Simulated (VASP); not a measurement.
**Zn3In8O15: single point with PBE**

Zn3In8O15:

```xyz
26
Lattice="7.1668 -0.0633 0.0376 -0.0633 6.9529 0.1854 0.0376 0.1854 6.9995" Properties=species:S:1:pos:R:3 pbc="T T T"
Zn    2.0725    6.5510    0.2037
Zn    7.0716    1.5895    1.0587
Zn    2.6009    6.6070    3.2919
O     4.2831    6.5817    2.4610
O     4.9122    4.9913    0.6367
O     6.4249    2.8352    2.2817
O     1.4902    3.6614    3.2461
O     7.3530    2.6636    5.8172
O     5.1982    1.3644    0.9969
O     0.4132    0.5203    6.8133
O     0.6258    0.2626    4.2065
O     6.0854    5.0207    5.2059
O     3.6181    1.3701    5.9648
O     4.0662    3.6789    2.9984
O     2.7520    1.3528    3.3912
O     0.7810    6.1481    3.1975
O     2.6639    6.0707    5.3652
O     1.0946    4.6682    0.6624
In    5.0932    1.9860    3.5449
In    6.2592    4.9572    2.0760
In    5.2941    3.1186    6.6209
In    5.8380    6.7453    6.2031
In    0.7666    4.8536    5.3566
In    2.0558    2.2590    0.2406
In    3.1200    4.5901    1.8165
In    3.1468    4.0507    4.9234
```

```json
{"Program": "VASP 6.6.1", "Task": "single point", "Functional": "PBE", "Potentials or basis": "VASP PAW PBE potentials, release 64 (Zn, O, In_d)", "Cutoff": "520 eV", "k mesh": "1 × 1 × 1", "Occupations": "fermi-dirac, width 0.2585 eV", "Spin": "no spin polarisation"}
```

```json
{
 "Pressure": "13.0 GPa",
 "Largest force": "7.752 eV/Å"
}
```

Forces on the atoms (eV/Å):
```
Zn   0.757 -0.434 -1.192
Zn  -0.643 -0.367  1.754
Zn   0.260 -0.750  0.547
O    0.446 -1.141  0.695
O   -0.940 -0.809 -2.517
O    1.663  1.646  0.430
O    0.814  1.314  1.472
O    0.054  1.335  0.858
O   -0.924 -0.519 -1.074
O    1.391 -1.096  1.243
O   -1.479 -1.291 -1.272
O   -4.279 -0.562 -1.168
O    0.147  0.521  0.669
O    4.761 -2.402  5.628
O    1.494  3.955 -0.234
O   -1.996  1.080  1.030
O    0.038 -1.396  0.194
O    0.830  0.320 -0.364
In  -1.563 -2.992 -0.355
In   2.435  0.347  2.815
In   0.060  0.530 -0.678
In  -2.966  1.451 -0.420
In   1.676 -0.907 -0.549
In   1.292  0.336 -1.016
In  -4.949  3.237 -4.743
In   1.620 -1.406 -1.754
```

Stress tensor (GPa, compression positive):
```
15.39 -5.41  2.84
-5.41 15.32 -2.54
 2.84 -2.54  8.21
```

Levels at points of the mesh, in eV from the Fermi level:
```
           k point  band 112  band 113  band 114  band 115  band 116  band 117  band 118  band 119  band 120  band 121
(0.00, 0.00, 0.00)     -0.82     -0.55     -0.35     -0.13     -0.04      0.35      0.76      1.51      1.75      1.96
```

It took 2.1 min on 1 thread of Intel(R) Xeon(R) Platinum 8259CL CPU @ 2.50GHz (Skylake/Cascade Lake), on a shared host, peak memory 0.36 GiB.

Caveat: the k points lie up to 0.90 Å⁻¹ apart; the atoms stand as in a frame of molecular dynamics; spin-orbit coupling is left out, which moves the levels of the heavy elements.
